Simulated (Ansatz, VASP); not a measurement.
# Two plane-wave programs on Sn

```
CELL_PARAMETERS angstrom
3.28163 0.00000 0.00000
-1.09388 3.09395 0.00000
-1.09388 -1.54698 2.67944
ATOMIC_POSITIONS crystal
Sn 0.00000 0.00000 0.00000
```

Alike in both runs: task single point; functional PBEsol; k mesh 10 × 10 × 10; occupations methfessel-paxton of order 1, width 0.05 eV; no spin polarisation.

|  | VASP | Ansatz |
| --- | --- | --- |
| version | VASP 6.6.1 | Ansatz 0.2.0 |
| potentials or method | VASP PAW PBE potentials, release 64 (Sn_d), cutoff 500 eV | plane waves, PAW |
| valence electrons in the cell | 14 | 14 |

|  | VASP | Ansatz | Ansatz less VASP |
| --- | --- | --- | --- |
| pressure (GPa) | -2.2 | -2.2 | +0.05 |

VASP's potentials were made for PBE, not for PBEsol.
